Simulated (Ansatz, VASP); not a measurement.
## One calculation of TiPd3, two programs

```
Ti Pd
1.0
     3.82000    0.00000    0.00000
     0.00000    3.82000    0.00000
     0.00000    0.00000    3.89640
Ti Pd
1 3
Direct
  0.00000 0.00000 0.00000
  0.00000 0.50000 0.50000
  0.50000 0.00000 0.50000
  0.50000 0.50000 0.00000
```

Change from the starting cell: zz strain of +2 %, PAW files.

Alike in both runs: task electric field gradients; functional LDA; k mesh 11 × 11 × 11; occupations fermi-dirac, width 0.05 eV; no spin polarisation.

|  | VASP | Ansatz |
| --- | --- | --- |
| version | VASP 6.6.1 | Ansatz 0.2.0 |
| potentials or method | VASP PAW LDA potentials, release 64 (Ti_sv, Pd) | PAW with Ansatz's default frozen-core files, scalar-relativistic |
| plane-wave cutoff (eV) | 520 | 420 |
| valence electrons in the cell | 42 | 66 |

```csv
,VASP,Ansatz,Ansatz less VASP
pressure (GPa),-1.8,-2.1,-0.37
"traceless stress, the component that is largest in VASP (GPa)",-2.09,-2.09,0.000
size of Vzz on the site where it differs most (V/Å²),60.3,80.6,+20.34
```

LDA's correlation is that of Perdew and Zunger in VASP and of Perdew and Wang (1992) in Ansatz. VASP's potentials hold 42 valence electrons a cell and Ansatz's 66, so a difference there can come from the potentials and not from the codes.
